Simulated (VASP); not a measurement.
Write the native input for VASP 6.6.1 that does the following.

- Task: single point
- Functional: PBE
- Potentials or basis: VASP PAW PBE potentials, release 64 (Au)
- Cutoff: 500 eV
- k mesh: 2 × 2 × 2
- Occupations: fermi-dirac, width 0.5 eV
- Spin: no spin polarisation
- Dipole correction: no
- Further INCAR settings: ALGO = Normal; EDIFF = 1e-06; NBANDS = 12

The structure of Au lies in POSCAR:

```
Au
1.0
    0.0000000000      2.0398237129      2.0398237129
    2.0398237129      0.0000000000      2.0398237129
    2.0398237129      2.0398237129      0.0000000000
Au
1
Direct
    0.0000000000      0.0000000000      0.0000000000
```

The input as run:

INCAR

```
SYSTEM = Au
ALGO = Normal ; EDIFF = 1E-6
ENCUT = 500 ; GGA = PE
GGA_COMPAT = .False. ; ISIF = 2
ISMEAR = -1 ; LASPH = .True.
LCHARG = .True. ; LELF = .True.
LREAL = .False. ; LVHAR = .True.
LWAVE = .False. ; NBANDS = 12
NELM = 120 ; PREC = Accurate
SIGMA = 0.5
```

KPOINTS

```
k-points
0
Gamma
  2 2 2
  0 0 0
```

Potentials or basis: VASP PAW PBE potentials, release 64 (Au).

The run is started by

```console
$ cat potpaw_PBE.64/Au/POTCAR > POTCAR
$ mpirun -np 1 vasp_std > vasp.out
```

Results of the run:

```json
{
 "Pressure": "51.7 GPa"
}
```

Caveat: the k points lie up to 1.33 Å⁻¹ apart.

It took 6.2 s on 1 thread of Intel Xeon 6975P-C, with other jobs on the host, peak memory 0.14 GiB.
